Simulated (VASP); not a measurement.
# Sc (P6_3/mmc) in VASP: further runs

Runs on Sc. Level: revPBE. Tasks: single point.

Program: VASP 6.6.1. These are calculated values, not measurements. Logs are shortened: lines on timing, memory, paths and dates and some standing lists are left out, and cuts for length are marked.

### 1 The cell of the first run

Symmetry: P6_3/mmc, No. 194, hexagonal system. Conventional cell: a = 3.434 Å, b = 3.434 Å, c = 5.380 Å, α = 90.00°, β = 90.00°, γ = 120.00°. Within 4.4 Å of Sc (site symmetry -6m2) lie 12 Sc at 3.34 to 3.43 Å.

### 2 Single point, revPBE (27.47 Å³/atom)

The input, INCAR:

```
SYSTEM = Sc
PREC = Accurate ; ENCUT = 520
EDIFF = 1E-7 ; ISMEAR = -1
SIGMA = 0.1 ; LREAL = .FALSE.
LASPH = .TRUE. ; NELM = 60
ALGO = Normal ; ISIF = 2
LWAVE = .FALSE. ; LCHARG = .FALSE.
GGA = RE ; NBANDS = 18
```

The input, KPOINTS:

```
regular mesh
0
G
  18 18 10
  0 0 0
```

The input, POSCAR:

```
Sc
1.0
    3.4340930700      0.0000000000      0.0000000000
   -1.7170465350      2.9740118376      0.0000000000
    0.0000000000      0.0000000000      5.3800451081
Sc
2
Direct
    0.3333333333      0.6666666667      0.2500000000
    0.6666666667      0.3333333333      0.7500000000
```

Potentials or basis: VASP PAW PBE potentials, release 64 (Sc_sv).

Command:

```console
> cat potpaw_PBE.64/Sc_sv/POTCAR > POTCAR
> mpirun -np 1 vasp_std > vasp.out
```

OUTCAR:

```text
SYSTEM = Sc
   PREC = Accurate
   ENCUT = 520
   EDIFF = 1E-7
   ISMEAR = -1
   LREAL = .FALSE.
   LASPH = .TRUE.
   NELM = 60
   ISIF = 2
   GGA = RE

 ion  position               nearest neighbor table
   1  0.333  0.667  0.250-   2 3.34   2 3.34   2 3.34   2 3.34   2 3.34   2 3.34
   2  0.667  0.333  0.750-   1 3.34   1 3.34   1 3.34   1 3.34   1 3.34   1 3.34

  LATTYP: Found a hexagonal cell.
 ALAT       =     3.4340930700
 C/A-ratio  =     1.5666567558

  Lattice vectors:

 A1 = (   3.4340930700,   0.0000000000,   0.0000000000)
 A2 = (  -1.7170465350,   2.9740118376,   0.0000000000)
 A3 = (   0.0000000000,   0.0000000000,   5.3800451081)

Analysis of symmetry for initial positions (statically):
=====================================================================
 Subroutine PRICEL returns:
 Original cell was already a primitive cell.

 Routine SETGRP: Setting up the symmetry group for a
 hexagonal supercell.

 Subroutine GETGRP returns: Found 24 space group operations
 (whereof 12 operations were pure point group operations)
 out of a pool of 24 trial point group operations.

The static configuration has the point symmetry D_3d.
 The point group associated with its full space group is D_6h.

Analysis of symmetry for dynamics (positions and initial velocities):
=====================================================================
 Subroutine PRICEL returns:
 Original cell was already a primitive cell.

 Routine SETGRP: Setting up the symmetry group for a
 hexagonal supercell.

 Subroutine GETGRP returns: Found 24 space group operations
 (whereof 12 operations were pure point group operations)
 out of a pool of 24 trial point group operations.

The dynamic configuration has the point symmetry D_3d.
 The point group associated with its full space group is D_6h.

 Subroutine INISYM returns: Found 24 space group operations
 (whereof 12 operations are pure point group operations),
 and found     1 'primitive' translations

----------------------------------------------------------------------------------------

                                     Primitive cell

  volume of cell :      54.9466

[... 75 lines left out ...]
   ions per type =               2
   NGX,Y,Z   is equivalent  to a cutoff of  13.55, 13.55, 12.36 a.u.
   NGXF,Y,Z  is equivalent  to a cutoff of  27.11, 27.11, 24.72 a.u.
 SYSTEM =  Sc
   PREC   = accura    normal or accurate (medium, high low for compatibility)
   ISTART =      0    job   : 0-new  1-cont  2-samecut
   ICHARG =      2    charge: 1-file 2-atom 10-const
   ISPIN  =      1    spin polarized calculation?
   LNONCOLLINEAR =      F non collinear calculations
   LSORBIT =      F    spin-orbit coupling
   LASPH  =      T    aspherical Exc in radial PAW
   ENCUT  =  520.0 eV  38.22 Ry    6.18 a.u.   6.39  6.39 10.00*2*pi/ulx,y,z
   NELM   =     60;   NELMIN=  2; NELMDL= -5     # of ELM steps
   EDIFF  = 0.1E-06   stopping-criterion for ELM
   LREAL  =      F    real-space projection
   EDIFFG = 0.1E-05   stopping-criterion for IOM
   NSW    =      0    number of steps for IOM
   IBRION =     -1    ionic relax: 0-MD 1-quasi-New 2-CG
   NFREE  =      0    steps in history (QN), initial steepest desc. (CG)
   ISIF   =      2    stress and relaxation
   ISYM   =      2    0-nonsym 1-usesym 2-fastsym
   POTIM  = 0.5000    time-step for ionic-motion
   TEBEG  =    0.0;   TEEND  =   0.0 temperature during run
   PSTRESS=    0.0 pullay stress
   NELECT =      22.0000    total number of electrons
   NUPDOWN=      -1.0000    fix difference up-down
   EMIN   =  10.00;   EMAX   =-10.00  energy-range for DOS
   EFERMI =   0.00;   METHOD = LEGACY
   ISMEAR =    -1;   SIGMA  =   0.10  broadening in eV -4-tet -1-fermi 0-gaus
   EFERMI_NEDOS =   21; number of points for ismear=-14 and -15
   IALGO  =     38    algorithm
   IMIX   =      4    mixing-type and parameters
     AMIX     =   0.40;   BMIX     =  1.00
     AMIX_MAG =   1.60;   BMIX_MAG =  1.00
  volume/ion in A,a.u.               =      27.47       185.40
  Fermi-wavevector in a.u.,A,eV,Ry     =   1.206615  2.280172 19.809001  1.455921
  Thomas-Fermi vector in A             =   2.342277
   LORBIT       =      0    0 simple, 1 ext, 2 COOP (PROOUT), +10 PAW based schemes
   GGA     = RE    functional components
   LHFCALC =     F    Hartree Fock is set to
   AEXX    =    0.0000 exact exchange contribution
   IVDW    =     0    specifies the selected vdW correction
   LEPSILON=     F    determine dielectric tensor
   LRPA    =     F    only Hartree local field effects (RPA)
 non-spin polarized calculation
  energy-cutoff  :      520.00
  volume of cell :       54.95
 maximum number of plane-waves:      1500
 NGX is ok and might be reduce to    28
   NGX = 13   NGY = 13   NGZ = 21

 number of electron      22.0000003 magnetization

 Free energy of the ion-electron system (eV)
  ---------------------------------------------------
  ext. energy  EPLUGINS =         0.00000000
  ---------------------------------------------------
  free energy    TOTEN  =       -12.01805293 eV

  energy without entropy =      -11.88039906  energy(sigma->0) =      -11.94922599

 E-fermi :   3.1579     XC(G=0):  -9.3633

 val. band max:        3.1575637129   @ k =   0.3889   0.0000   0.4000
 cond. band min:       3.1585035151   @ k =   0.1667   0.1667   0.3000
 fundamental gap:      0.0009398023
 Fermi energy:         3.1578609398

 k-point     1 :       0.0000    0.0000    0.0000
  band No.  band energies     occupation
      1     -46.6536      2.00000
      2     -46.6110      2.00000
      3     -25.3502      2.00000
      4     -25.1181      2.00000
      5     -25.1181      2.00000
      6     -25.0728      2.00000
[... 481 lines left out ...]
      5     -25.2279      2.00000
      6     -25.1822      2.00000
[... 10 lines left out ...]
     17       6.4630      0.00000
     18       6.6458      0.00000

 [... further k-points ...]
[... 5 lines left out ...]
  --------------------------------------------------------------------------------------
  -------------------------------------------------------------------------------------
  Total       -1.1943743     -1.1943743     -1.1342220      0.0000000      0.0000000     -0.0000000
  in kB      -34.8265419    -34.8265419    -33.0725725      0.0000000      0.0000000     -0.0000000
  external PRESSURE =     -34.2418854 kB  Pullay stress =       0.0000000 kB

 VOLUME and BASIS-vectors are now :
 -----------------------------------------------------------------------------
  energy-cutoff  :      520.00
  volume of cell :       54.95
      direct lattice vectors                 reciprocal lattice vectors
     3.434093070  0.000000000  0.000000000     0.291197699  0.168123070  0.000000000
    -1.717046535  2.974011838  0.000000000     0.000000000  0.336246140  0.000000000
     0.000000000  0.000000000  5.380045108     0.000000000  0.000000000  0.185872048

 POSITION                                       TOTAL-FORCE (eV/Angst)
 -----------------------------------------------------------------------------------
     -0.00000      1.98267      1.34501         0.000000      0.000000      0.000000
      1.71705      0.99134      4.03503        -0.000000      0.000000      0.000000
 -----------------------------------------------------------------------------------
    total drift:                                0.000000     -0.000000      0.000000

  FREE ENERGIE OF THE ION-ELECTRON SYSTEM (eV)
  ---------------------------------------------------
  free  energy   TOTEN  =       -12.0180529257 eV

  energy  without entropy=      -11.8803990576  energy(sigma->0) =      -11.94922599
```

OSZICAR:

```text
N       E                     dE             d eps       ncg     rms          rms(c)
DAV:   1     0.363050061405E+03    0.36305E+03   -0.10921E+04  8048   0.126E+03
DAV:   2     0.709469312643E+01   -0.35596E+03   -0.34859E+03  9992   0.536E+02
DAV:   3    -0.131085082977E+02   -0.20203E+02   -0.19336E+02 13138   0.152E+02
DAV:   4    -0.135426788409E+02   -0.43417E+00   -0.43136E+00 12106   0.204E+01
DAV:   5    -0.135491053531E+02   -0.64265E-02   -0.64235E-02 13662   0.262E+00    0.697E+00
DAV:   6    -0.121796772319E+02    0.13694E+01   -0.33046E+00 10558   0.193E+01    0.207E+00
DAV:   7    -0.120281235555E+02    0.15155E+00   -0.79342E-01 10854   0.854E+00    0.980E-01
DAV:   8    -0.120212847994E+02    0.68388E-02   -0.54153E-02 10746   0.278E+00    0.327E-01
DAV:   9    -0.120180129948E+02    0.32718E-02   -0.19014E-02 10882   0.139E+00    0.274E-02
DAV:  10    -0.120180570813E+02   -0.44087E-04   -0.26928E-04 12396   0.217E-01    0.126E-02
DAV:  11    -0.120180495743E+02    0.75070E-05   -0.10324E-05 12692   0.340E-02    0.349E-03
DAV:  12    -0.120180531984E+02   -0.36241E-05   -0.11272E-06 10172   0.920E-03    0.133E-03
DAV:  13    -0.120180529415E+02    0.25691E-06   -0.72054E-08  6434   0.416E-03    0.121E-04
DAV:  14    -0.120180529257E+02    0.15807E-07   -0.13574E-08  5730   0.247E-03
   1 F= -.12018053E+02 E0= -.11949226E+02  d E =-.137654E+00
```

stdout:

```text
POSCAR found type information on POSCAR Sc
 POSCAR found :  1 types and       2 ions
 scaLAPACK will be used
 -----------------------------------------------------------------------------
|                                                                             |
|                                                                             |
|     You enforced a specific xc type in the INCAR file but a different       |
|     I HOPE YOU KNOW WHAT YOU ARE DOING!                                     |
|                                                                             |
 -----------------------------------------------------------------------------

 LDA part: xc-table for (Slater+PW92), standard interpolation
 POSCAR, INCAR and KPOINTS ok, starting setup
 FFT: planning ... GRIDC
 FFT: planning ... GRID_SOFT
 FFT: planning ... GRID
 WAVECAR not read
 entering main loop
```

Run time: 83 s. Hardware: 1 thread of Intel Xeon 6975P-C (Granite Rapids), shared host; peak memory 0.3 GiB.

Results:

- Free energy: -12.0181 eV
- Pressure: -3.4 GPa
- Band gap on the k mesh: zero (bands 11 and 12 overlap by 1.28 eV)

Levels at points of the mesh, in eV from the Fermi level:
```tsv
k point	band 7	band 8	band 9	band 10	band 11	band 12	band 13	band 14	band 15	band 16
(0.00, 0.00, 0.00)	-28.23	-28.22	-4.92	-1.50	0.34	1.47	1.47	1.66	1.85	1.85
(0.50, 0.00, 0.00)	-28.29	-28.26	-1.56	-0.96	-0.55	-0.36	1.13	1.26	1.66	3.31
(0.00, 0.00, 0.50)	-28.25	-28.25	-3.51	-3.51	0.89	0.89	1.40	1.40	1.40	1.40
(0.50, 0.00, 0.50)	-28.29	-28.29	-1.32	-1.32	0.02	0.02	1.09	1.09	2.14	2.14
```

Caveat: the cell stands under tension; the PAW data sets were made with another functional, which shifts forces and pressure a little.

### 3 Single point, revPBE (28.49 Å³/atom)

This run uses another cell than the first one, of 28.49 Å³/atom.

The input, INCAR:

```
PREC = Accurate
ENCUT = 520
EDIFF = 1E-6
ISMEAR = -1
SIGMA = 0.1
LREAL = False
LASPH = True
NELM = 100
ALGO = Normal
ISIF = 2
LWAVE = False
LCHARG = False
GGA = RE
NBANDS = 18
```

The input, KPOINTS:

```
Automatic mesh
0
Gamma
  18 18 10
```

The input, POSCAR:

```
Sc
1.0
    3.4759763816      0.0000000000      0.0000000000
   -1.7379881908      3.0102838494      0.0000000000
    0.0000000000      0.0000000000      5.4456618812
Sc
2
Direct
    0.3333333333      0.6666666667      0.2500000000
    0.6666666667      0.3333333333      0.7500000000
```

Potentials or basis: VASP PAW PBE potentials, release 64 (Sc_sv).

Command:

```console
> cat potpaw_PBE.64/Sc_sv/POTCAR > POTCAR
> mpirun -np 1 vasp_std > vasp.out
```

Run time: 87 s. Hardware: 1 thread of Intel Xeon 6975P-C (Granite Rapids), shared host; peak memory 0.31 GiB.

It converged, with:

| Quantity | Value |
| --- | --- |
| Free energy | -11.9667 eV |
| Pressure | -4.7 GPa |
| Band gap on the k mesh | zero (bands 11 and 12 overlap by 1.24 eV) |

Stress tensor (GPa, compression positive):
```
-4.82  0.00  0.00
 0.00 -4.82  0.00
 0.00  0.00 -4.59
```

Levels at points of the mesh, in eV from the Fermi level:
```tsv
k point	band 7	band 8	band 9	band 10	band 11	band 12	band 13	band 14	band 15	band 16
(0.00, 0.00, 0.00)	-28.34	-28.33	-4.84	-1.46	0.29	1.42	1.42	1.60	1.78	1.78
(0.50, 0.00, 0.00)	-28.39	-28.37	-1.54	-0.94	-0.51	-0.35	1.09	1.22	1.59	3.17
(0.00, 0.00, 0.50)	-28.36	-28.36	-3.47	-3.47	0.86	0.86	1.35	1.35	1.35	1.35
(0.50, 0.00, 0.50)	-28.39	-28.39	-1.28	-1.28	0.01	0.01	1.04	1.04	2.06	2.06
```

Caveat: the cell stands under tension; the PAW data sets were made with another functional, which shifts forces and pressure a little.

### 4 Single point, revPBE, non-collinear spin, zero start, spin-orbit coupling

This run uses another cell than the first one, of 25.44 Å³/atom.

The input, INCAR:

```
SYSTEM = Sc
PREC = Accurate
ENCUT = 520
EDIFF = 1E-7
ISMEAR = -1
SIGMA = 0.1
LREAL = .FALSE.
LASPH = .TRUE.
NELM = 150
ALGO = Normal
ISIF = 2
LWAVE = .FALSE.
LCHARG = .FALSE.
MAGMOM = 0 0 0 0 0 0
LORBIT = 11
LSORBIT = .TRUE.
GGA_COMPAT = .FALSE.
LORBMOM = .TRUE.
LMAXMIX = 4
GGA = RE
NBANDS = 34
```

The input, KPOINTS:

```
regular mesh
0
G
  11 11 6
  0 0 0
```

The input, POSCAR:

```
Sc
1.0
    3.3471163504      0.0000000000      0.0000000000
   -1.6735581752      2.8986877889      0.0000000000
    0.0000000000      0.0000000000      5.2437824429
Sc
2
Direct
    0.3333333333      0.6666666667      0.2500000000
    0.6666666667      0.3333333333      0.7500000000
```

Command:

```console
> cat potpaw_PBE.64/Sc_sv/POTCAR > POTCAR
> mpirun -np 1 vasp_ncl > vasp.out
```

Run time: 1.9 min. Hardware: 1 thread of Intel Xeon 6975P-C (Granite Rapids), shared host; peak memory 0.39 GiB.

Results (log left out):

| Quantity | Value |
| --- | --- |
| Free energy | -12.0690 eV |
| Pressure | 0.0 GPa |
| Net moment | 0.00 μB per cell |
| Valence electrons inside the program's atomic spheres | Sc 9.34 |

Moments on the atoms (μB; x, y, z):
```
Sc  0.00 0.00 0.00
Sc  0.00 0.00 0.00
```

Caveat: the PAW data sets were made with another functional, which shifts forces and pressure a little.

### 5 The runs side by side

| spin | cell | k mesh | gap on the mesh (eV) | pressure (GPa) |
| --- | --- | --- | --- | --- |
| off | a = 3.434, b = 3.434, c = 5.380 Å, angles 90.0, 90.0, 120.0°, 2 atoms | 18 × 18 × 10 | none | -3.4 |
| off | a = 3.476, b = 3.476, c = 5.446 Å, angles 90.0, 90.0, 120.0°, 2 atoms | 18 × 18 × 10 | none | -4.7 |
| non-collinear, zero start, SOC | a = 3.347, b = 3.347, c = 5.244 Å, angles 90.0, 90.0, 120.0°, 2 atoms | 11 × 11 × 6 | - | 0.0 |

Alike in all rows: task single point; level revPBE; potentials or basis VASP PAW PBE potentials, release 64 (Sc_sv); cutoff (eV) 520; smearing fermi-dirac 0.1 eV.

Caveats: the PAW data sets were made with another functional, which shifts forces and pressure a little; the cell stands under tension (at least some runs).

Total energies depend on the potentials used, so only differences within one code and one set of settings carry meaning.
